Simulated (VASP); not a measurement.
Input of a VASP 6.6.1 run:

File INCAR:

```
  PREC = Accurate
  ENCUT = 600
  EDIFF = 1E-8
  ISMEAR = -1
  SIGMA = 0.05
  LREAL = False
  LASPH = True
  NELM = 60
  ALGO = Fast
  ISIF = 3
  LWAVE = False
  LCHARG = False
  NBANDS = 12
  IBRION = 6
  NFREE = 2
  POTIM = 0.015
  NSW = 1
```

Contents of KPOINTS:

```
regular mesh
0
Gamma
  8 8 8
```

POSCAR

```
Ti
1.0
   -1.6410000000      1.6410000000      1.6410000000
    1.6410000000     -1.6410000000      1.6410000000
    1.6410000000      1.6410000000     -1.6410000000
Ti
1
Direct
    0.0000000000      0.0000000000      0.0000000000
```

Potentials or basis: VASP PAW LDA potentials, release 64 (Ti_sv).

Launch:

```sh
$ cat potpaw_LDA.64/Ti_sv/POTCAR > POTCAR
$ mpirun -np 1 vasp_std > vasp.out
```

Problem. What does it give for the elastic constants C11, C12, C44?

Solution. 79, 100, 45 GPa.

Problem. Predict the Voigt bulk modulus.

Solution. 93 GPa.

Elastic tensor in Voigt notation (GPa, in the Cartesian axes of the cell as first typed):
```
 79 100 100   0   0   0
100  79 100   0   0   0
100 100  79   0   0   0
  0   0   0  45   0   0
  0   0   0   0  45   0
  0   0   0   0   0  45
```

Caveat: the cell is under stress, which shifts elastic constants; the elastic tensor has a negative eigenvalue, so either the cell is unstable as it stands or the mesh is too thin.
